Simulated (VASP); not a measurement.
# Ta (Im-3m) in VASP: further runs, part 2 of 2

VASP 6.6.1.

## (3) Electric field gradients, PBEsol (volume scaled by 0.98)

File INCAR:

```
PREC = Accurate
ENCUT = 520
EDIFF = 1E-8
ISMEAR = -1
SIGMA = 0.05
LREAL = False
LASPH = True
NELM = 60
ALGO = Normal
ISIF = 2
LWAVE = False
LCHARG = False
GGA = PS
LEFG = True
NBANDS = 12
```

File KPOINTS:

```
regular mesh
0
Gamma
  15 15 15
```

File POSCAR:

```
Ta
1.0
   -1.6401972500      1.6401972500      1.6401972500
    1.6401972500     -1.6401972500      1.6401972500
    1.6401972500      1.6401972500     -1.6401972500
Ta
1
Direct
    0.0000000000      0.0000000000      0.0000000000
```

Potentials or basis: VASP PAW PBE potentials, release 64 (Ta_pv).

Run with:

```bash
cat potpaw_PBE.64/Ta_pv/POTCAR > POTCAR
mpirun -np 1 vasp_std > vasp.out
```

OUTCAR:

```text
PREC = Accurate
   ENCUT = 520
   EDIFF = 1E-8
   ISMEAR = -1
   LREAL = False
   LASPH = True
   NELM = 60
   ISIF = 2
   GGA = PS

 ion  position               nearest neighbor table
   1  0.000  0.000  0.000-

  LATTYP: Found a body centered cubic cell.
 ALAT       =     3.2803945000

  Lattice vectors:

 A1 = (  -1.6401972500,   1.6401972500,   1.6401972500)
[... 567 lines left out ...]
    total drift:                                0.000000      0.000000      0.000000

  FREE ENERGIE OF THE ION-ELECTRON SYSTEM (eV)
  ---------------------------------------------------
  free  energy   TOTEN  =       -12.5561251712 eV

  energy  without entropy=      -12.5464773492  energy(sigma->0) =      -12.55130126

 Electric field gradients (V/A^2)
---------------------------------------------------------------------
 ion       V_xx      V_yy      V_zz      V_xy      V_xz      V_yz
---------------------------------------------------------------------
   1       0.000     0.000    -0.000    -0.000    -0.000    -0.000
---------------------------------------------------------------------

 Electric field gradients after diagonalization (V/A^2)
 (convention: |V_zz| > |V_xx| > |V_yy|)
----------------------------------------------------------------------
 ion       V_xx      V_yy      V_zz     asymmetry (V_yy - V_xx)/ V_zz
----------------------------------------------------------------------
   1       0.000     0.000    -0.000       0.000
----------------------------------------------------------------------

           NMR quadrupolar parameters

 Cq : quadrupolar parameter    Cq=e*Q*V_zz/h
 eta: asymmetry parameters     (V_yy - V_xx)/ V_zz
 Q  : nuclear electric quadrupole moment in mb (millibarn)
----------------------------------------------------------------------
 ion       Cq(MHz)       eta       Q (mb)
----------------------------------------------------------------------
   1      -0.000       0.000       1.000
----------------------------------------------------------------------
```

OSZICAR:

```text
N       E                     dE             d eps       ncg     rms          rms(c)
DAV:   1     0.599925948847E+02    0.59993E+02   -0.61717E+03  2880   0.884E+02
DAV:   2    -0.120725769396E+02   -0.72065E+02   -0.70366E+02  3240   0.246E+02
DAV:   3    -0.130498561011E+02   -0.97728E+00   -0.96867E+00  3448   0.272E+01
DAV:   4    -0.130523755755E+02   -0.25195E-02   -0.25193E-02  3160   0.153E+00
DAV:   5    -0.130523836386E+02   -0.80632E-05   -0.80629E-05  3468   0.832E-02    0.143E+01
DAV:   6    -0.126723269692E+02    0.38006E+00   -0.29732E-01  3408   0.578E+00    0.697E+00
DAV:   7    -0.125577401557E+02    0.11459E+00   -0.26200E-01  3312   0.501E+00    0.378E-01
DAV:   8    -0.125561813265E+02    0.15588E-02   -0.71796E-03  3112   0.770E-01    0.139E-01
DAV:   9    -0.125561286241E+02    0.52702E-04   -0.15609E-04  3336   0.133E-01    0.235E-02
DAV:  10    -0.125561253184E+02    0.33057E-05   -0.34823E-06  3208   0.204E-02    0.320E-03
DAV:  11    -0.125561252162E+02    0.10226E-06   -0.12049E-07  3228   0.377E-03    0.305E-04
DAV:  12    -0.125561251664E+02    0.49751E-07   -0.16717E-09  2040   0.456E-04    0.724E-05
DAV:  13    -0.125561251712E+02   -0.47905E-08   -0.25811E-10  1616   0.187E-04
   1 F= -.12556125E+02 E0= -.12551301E+02  d E =-.964782E-02
```

stdout:

```text
POSCAR found type information on POSCAR Ta
 POSCAR found :  1 types and       1 ions
 scaLAPACK will be used
 -----------------------------------------------------------------------------
|                                                                             |
|                                                                             |
|     You enforced a specific xc type in the INCAR file but a different       |
|     I HOPE YOU KNOW WHAT YOU ARE DOING!                                     |
|                                                                             |
 -----------------------------------------------------------------------------

 LDA part: xc-table for (Slater+PW92), standard interpolation
 POSCAR, INCAR and KPOINTS ok, starting setup
 FFT: planning ... GRIDC
 FFT: planning ... GRID_SOFT
 FFT: planning ... GRID
 WAVECAR not read
 entering main loop
ion   1
```

It took 12 s on 1 thread of Intel Xeon Platinum 8488C (Sapphire Rapids), shared host; peak memory 0.16 GiB.

Results:

| Quantity | Value |
| --- | --- |
| Free energy | -12.5561 eV |
| Pressure | 0.2 GPa |

Caveat: the cell differs from its parent crystal (volume scaled by 0.98); without QUAD_EFG the Cq values of the log hold for a quadrupole moment of 1 mb, not for the nuclei; the PAW data sets were made with another functional, which shifts forces and pressure a little; spin-orbit coupling is left out, which moves the levels of the heavy elements.

## (4) Electric field gradients, PBEsol

This run uses another cell than the first one, of 18.01 Å³/atom, 1.064 times its volume.

File INCAR:

```
SYSTEM = Ta
PREC = Accurate
ENCUT = 520
EDIFF = 1E-8
ISMEAR = -1
SIGMA = 0.05
LREAL = .False.
LASPH = .True.
NELM = 80
ALGO = Normal
ISIF = 2
LWAVE = .False.
LCHARG = .False.
GGA = PS
LEFG = .True.
NBANDS = 12
```

File KPOINTS:

```
Automatic mesh
0
Gamma
  15 15 15
  0 0 0
```

File POSCAR:

```
Ta
1.0
   -1.6512800000      1.6512800000      1.6512800000
    1.6512800000     -1.6512800000      1.6512800000
    1.6512800000      1.6512800000     -1.6512800000
Ta
1
Direct
    0.0000000000      0.0000000000      0.0000000000
```

Potentials or basis: VASP PAW PBE potentials, release 64 (Ta_pv).

Run with:

```bash
cat potpaw_PBE.64/Ta_pv/POTCAR > POTCAR
mpirun -np 1 vasp_std > vasp.out
```

OUTCAR:

```text
SYSTEM = Ta
   PREC = Accurate
   ENCUT = 520
   EDIFF = 1E-8
   ISMEAR = -1
   LREAL = .False.
   LASPH = .True.
   NELM = 80
   ISIF = 2
   GGA = PS

 ion  position               nearest neighbor table
   1  0.000  0.000  0.000-

  LATTYP: Found a body centered cubic cell.
 ALAT       =     3.3025600000

  Lattice vectors:

 A1 = (  -1.6512800000,   1.6512800000,   1.6512800000)
 A2 = (   1.6512800000,  -1.6512800000,   1.6512800000)
 A3 = (   1.6512800000,   1.6512800000,  -1.6512800000)

Analysis of symmetry for initial positions (statically):
=====================================================================
 Subroutine PRICEL returns:
 Original cell was already a primitive cell.

 Routine SETGRP: Setting up the symmetry group for a
 body centered cubic supercell.

 Subroutine GETGRP returns: Found 48 space group operations
 (whereof 48 operations were pure point group operations)
 out of a pool of 48 trial point group operations.

The static configuration has the point symmetry O_h .

Analysis of symmetry for dynamics (positions and initial velocities):
=====================================================================
 Subroutine PRICEL returns:
 Original cell was already a primitive cell.

 Routine SETGRP: Setting up the symmetry group for a
 body centered cubic supercell.

 Subroutine GETGRP returns: Found 48 space group operations
 (whereof 48 operations were pure point group operations)
 out of a pool of 48 trial point group operations.

The dynamic configuration has the point symmetry O_h .

 Subroutine INISYM returns: Found 48 space group operations
 (whereof 48 operations are pure point group operations),
 and found     1 'primitive' translations

----------------------------------------------------------------------------------------

                                     Primitive cell

  volume of cell :      18.0104

  direct lattice vectors                    reciprocal lattice vectors
    -1.651280000  1.651280000  1.651280000     0.000000000  0.302795407  0.302795407
     1.651280000 -1.651280000  1.651280000     0.302795407  0.000000000  0.302795407
     1.651280000  1.651280000 -1.651280000     0.302795407  0.302795407  0.000000000

  length of vectors
     2.860100858  2.860100858  2.860100858     0.428217371  0.428217371  0.428217371

  position of ions in fractional coordinates (direct lattice)
     0.000000000  0.000000000  0.000000000

  ion indices of the primitive-cell ions
   primitive index   ion index
                 1           1

----------------------------------------------------------------------------------------

 KPOINTS: Automatic mesh

Automatic generation of k-mesh.
 Grid dimensions read from file:
 generate k-points for:   15   15   15

 Generating k-lattice:

  Cartesian coordinates                     Fractional coordinates (reciprocal lattice)
     0.000000000  0.020186360  0.020186360     0.066666667  0.000000000  0.000000000
     0.020186360  0.000000000  0.020186360     0.000000000  0.066666667  0.000000000
     0.020186360  0.020186360  0.000000000     0.000000000  0.000000000  0.066666667

  Length of vectors
[... 66 lines left out ...]
   NELECT =      11.0000    total number of electrons
   NUPDOWN=      -1.0000    fix difference up-down
   EMIN   =  10.00;   EMAX   =-10.00  energy-range for DOS
   EFERMI =   0.00;   METHOD = LEGACY
   ISMEAR =    -1;   SIGMA  =   0.05  broadening in eV -4-tet -1-fermi 0-gaus
   EFERMI_NEDOS =   21; number of points for ismear=-14 and -15
   IALGO  =     38    algorithm
   IMIX   =      4    mixing-type and parameters
     AMIX     =   0.40;   BMIX     =  1.00
     AMIX_MAG =   1.60;   BMIX_MAG =  1.00
  volume/ion in A,a.u.               =      18.01       121.54
  Fermi-wavevector in a.u.,A,eV,Ry     =   1.388988  2.624806 26.249534  1.929286
  Thomas-Fermi vector in A             =   2.513061
   LORBIT       =      0    0 simple, 1 ext, 2 COOP (PROOUT), +10 PAW based schemes
   GGA     = PS    functional components
   LHFCALC =     F    Hartree Fock is set to
   AEXX    =    0.0000 exact exchange contribution
   IVDW    =     0    specifies the selected vdW correction
   LEPSILON=     F    determine dielectric tensor
   LRPA    =     F    only Hartree local field effects (RPA)
 non-spin polarized calculation
  energy-cutoff  :      520.00
  volume of cell :       18.01
 maximum number of plane-waves:       494
 NGX is ok and might be reduce to    24
   NGX = 11   NGY = 11   NGZ = 11

 number of electron      11.0000002 magnetization

 Free energy of the ion-electron system (eV)
  ---------------------------------------------------
  ext. energy  EPLUGINS =         0.00000000
  ---------------------------------------------------
  free energy    TOTEN  =       -12.55193315 eV

  energy without entropy =      -12.54154193  energy(sigma->0) =      -12.54673754

 E-fermi :   5.3199     XC(G=0): -12.7283

 val. band max:        5.2820300963   @ k =  -0.2000   0.2000   0.0667
 cond. band min:       5.3245819850   @ k =   0.3333   0.0000   0.0000
 fundamental gap:      0.0425518887
 Fermi energy:         5.3199213959

 k-point     1 :       0.0000    0.0000    0.0000
  band No.  band energies     occupation
      1     -27.7019      2.00000
      2     -27.7019      2.00000
      3     -27.7019      2.00000
      4      -2.6082      2.00000
      5       6.0425      0.00000
      6       6.0425      0.00000
      7       6.0425      0.00000
      8       9.3125      0.00000
      9       9.3125      0.00000
     10      19.9861      0.00000
     11      20.3622      0.00000
     12      20.3622      0.00000
[... 331 lines left out ...]
 k-point    24 :       0.4000    0.2000    0.0000
  band No.  band energies     occupation
      1     -28.7413      2.00000
      2     -28.2530      2.00000
      3     -27.8231      2.00000
      4       2.0848      2.00000
      5       3.9266      2.00000
      6       5.3798      0.46391
      7       9.0549      0.00000
      8      10.4513      0.00000
      9      14.8588      0.00000
     10      15.2532      0.00000
     11      18.9731      0.00000
     12      19.9975      0.00000

 [... further k-points ...]
[... 5 lines left out ...]
  --------------------------------------------------------------------------------------
  -------------------------------------------------------------------------------------
  Total       -0.4395776     -0.4395776     -0.4395776      0.0000000      0.0000000     -0.0000000
  in kB      -39.1042504    -39.1042504    -39.1042504      0.0000000      0.0000000     -0.0000000
  external PRESSURE =     -39.1042504 kB  Pullay stress =       0.0000000 kB

 VOLUME and BASIS-vectors are now :
 -----------------------------------------------------------------------------
  energy-cutoff  :      520.00
  volume of cell :       18.01
      direct lattice vectors                 reciprocal lattice vectors
    -1.651280000  1.651280000  1.651280000     0.000000000  0.302795407  0.302795407
     1.651280000 -1.651280000  1.651280000     0.302795407  0.000000000  0.302795407
     1.651280000  1.651280000 -1.651280000     0.302795407  0.302795407  0.000000000

 POSITION                                       TOTAL-FORCE (eV/Angst)
 -----------------------------------------------------------------------------------
      0.00000      0.00000      0.00000        -0.000000      0.000000     -0.000000
 -----------------------------------------------------------------------------------
    total drift:                                0.000000      0.000000      0.000000

  FREE ENERGIE OF THE ION-ELECTRON SYSTEM (eV)
  ---------------------------------------------------
  free  energy   TOTEN  =       -12.5519331494 eV

  energy  without entropy=      -12.5415419318  energy(sigma->0) =      -12.54673754

 Electric field gradients (V/A^2)
---------------------------------------------------------------------
 ion       V_xx      V_yy      V_zz      V_xy      V_xz      V_yz
---------------------------------------------------------------------
   1       0.000    -0.000    -0.000     0.000     0.000     0.000
---------------------------------------------------------------------

 Electric field gradients after diagonalization (V/A^2)
 (convention: |V_zz| > |V_xx| > |V_yy|)
----------------------------------------------------------------------
 ion       V_xx      V_yy      V_zz     asymmetry (V_yy - V_xx)/ V_zz
----------------------------------------------------------------------
   1      -0.000    -0.000     0.000       0.000
----------------------------------------------------------------------

           NMR quadrupolar parameters

 Cq : quadrupolar parameter    Cq=e*Q*V_zz/h
 eta: asymmetry parameters     (V_yy - V_xx)/ V_zz
 Q  : nuclear electric quadrupole moment in mb (millibarn)
----------------------------------------------------------------------
 ion       Cq(MHz)       eta       Q (mb)
----------------------------------------------------------------------
   1       0.000       0.000       1.000
----------------------------------------------------------------------
```

stdout:

```text
POSCAR found type information on POSCAR Ta
 POSCAR found :  1 types and       1 ions
 scaLAPACK will be used
 -----------------------------------------------------------------------------
|                                                                             |
|                                                                             |
|     You enforced a specific xc type in the INCAR file but a different       |
|     I HOPE YOU KNOW WHAT YOU ARE DOING!                                     |
|                                                                             |
 -----------------------------------------------------------------------------

 LDA part: xc-table for (Slater+PW92), standard interpolation
 POSCAR, INCAR and KPOINTS ok, starting setup
 FFT: planning ... GRIDC
 FFT: planning ... GRID_SOFT
 FFT: planning ... GRID
 WAVECAR not read
 entering main loop
ion   1
```

Run time: 14 s. Hardware: 1 thread of Intel Xeon Platinum 8488C (Sapphire Rapids), shared host; peak memory 0.15 GiB.

Results:

```yaml
Free_energy: -12.5519 eV
Pressure: -3.9 GPa
```

Levels at points of the mesh, in eV from the Fermi level:
| k point | band 3 | band 4 | band 5 | band 6 | band 7 | band 8 |
| --- | --- | --- | --- | --- | --- | --- |
| (0.00, 0.00, 0.00) | -33.02 | -7.93 | 0.72 | 0.72 | 0.72 | 3.99 |

Caveat: without QUAD_EFG the Cq values of the log hold for a quadrupole moment of 1 mb, not for the nuclei; the PAW data sets were made with another functional, which shifts forces and pressure a little; spin-orbit coupling is left out, which moves the levels of the heavy elements.

## (5) Summary

```csv
cell,gap on the mesh (eV),pressure (GPa)
"a = 2.802 Å, angles 109.5°, 1 atom",none,9.6
"a = 2.841 Å, angles 109.5°, 1 atom",none,0.2
"a = 2.860 Å, angles 109.5°, 1 atom",none,-3.9
```

Alike in all rows: task electric field gradients; level PBEsol; potentials or basis VASP PAW PBE potentials, release 64 (Ta_pv); no spin polarisation; k mesh 15 × 15 × 15; cutoff (eV) 520; smearing fermi-dirac 0.05 eV.

Caveats: the PAW data sets were made with another functional, which shifts forces and pressure a little; spin-orbit coupling is left out, which moves the levels of the heavy elements.

Absolute energies hang on the potentials; compare differences alone.
